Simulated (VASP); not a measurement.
Here is a VASP 6.6.1 calculation.

POSCAR

```
Ta
1.0
    2.8782183015      0.0000000000      0.0000000000
   -1.4391091507      2.4926101667      0.0000000000
    0.0000000000      0.0000000000      5.1489238117
Ta
2
Direct
    0.3333333333      0.6666666667      0.2500000000
    0.6666666667      0.3333333333      0.7500000000
```

The input INCAR.step1:

```
PREC     = Accurate       # precision mode
ENCUT    = 520            # plane-wave cutoff, eV
ISMEAR   = -1             # smearing method
SIGMA    = 0.05           # smearing width, eV
LREAL    = F              # projectors in reciprocal space
LASPH    = T              # aspherical terms in the spheres
NELM     = 100            # most SCF steps
NBANDS   = 18             # bands
GGA      = PE             # functional
ALGO     = Normal         # electronic algorithm
EDIFF    = 1E-4           # SCF threshold, eV
LWAVE    = T              # write WAVECAR
LCHARG   = F              # write CHGCAR
```

Contents of INCAR.step2:

```
PREC     = Accurate       # precision mode
ENCUT    = 520            # plane-wave cutoff, eV
EDIFF    = 1E-6           # SCF threshold, eV
ISMEAR   = -1             # smearing method
SIGMA    = 0.05           # smearing width, eV
LREAL    = F              # projectors in reciprocal space
LASPH    = T              # aspherical terms in the spheres
NELM     = 100            # most SCF steps
ALGO     = Normal         # electronic algorithm
ISIF     = 2              # what is computed and relaxed
LWAVE    = F              # write WAVECAR
LCHARG   = T              # write CHGCAR
METAGGA  = R2SCAN         # meta-GGA
LMIXTAU  = T            
LELF     = T              # ELF
LVHAR    = T            
NBANDS   = 18             # bands
ISTART   = 1
```

KPOINTS

```
regular mesh
0
Gamma
  11 11 5
```

Potentials or basis: VASP PAW PBE potentials, release 64 (Ta_pv).

Command:

```console
$ cat potpaw_PBE.64/Ta_pv/POTCAR > POTCAR
$ cp INCAR.step1 INCAR
$ mpirun -np 1 vasp_std > vasp.out
$ cp INCAR.step2 INCAR
$ mpirun -np 1 vasp_std > vasp.out
```

Problem. Predict the band gap on the k mesh.

Solution. Zero (bands 11 and 12 overlap by 1.54 eV).

Problem. Predict the pressure.

Solution. 0.6 GPa.

Caveat: the PAW data sets were made with another functional, which shifts forces and pressure a little; spin-orbit coupling is left out, which moves the levels of the heavy elements.
